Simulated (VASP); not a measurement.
Here is a VASP 6.6.1 calculation.

The input INCAR:

```
ALGO = Normal ; EDIFF = 1E-6
ENCUT = 520 ; GGA = PE
ISIF = 2 ; ISMEAR = -1
IVDW = 13 ; LASPH = T
LCHARG = F ; LREAL = F
LWAVE = F ; NBANDS = 13
NELM = 100 ; PREC = Accurate
SIGMA = 0.05
```

File KPOINTS:

```
k-points
0
Gamma
  12 12 12
```

File POSCAR:

```
W
1.0
   -1.5823450000      1.5823450000      1.5823450000
    1.5823450000     -1.5823450000      1.5823450000
    1.5823450000      1.5823450000     -1.5823450000
W
1
Direct
    0.0000000000      0.0000000000      0.0000000000
```

Potentials or basis: VASP PAW PBE potentials, release 64 (W_sv).

Run with:

```console
$ cat potpaw_PBE.64/W_sv/POTCAR > POTCAR
$ mpirun -np 1 vasp_std > vasp.out
```

**Question.** What does it give for the dispersion energy per atom?

**Answer.** -0.722 eV.

**Question.** Predict the band gap on the k mesh.

**Answer.** Zero (band 7 reaches 16.61 eV, above the bottom of band 8 at 10.22 eV).

**Question.** Estimate the pressure.

**Answer.** -0.4 GPa.

Caveat: spin-orbit coupling is left out, which moves the levels of the heavy elements; pairwise dispersion overbinds metals, which lowers pressure and volume.
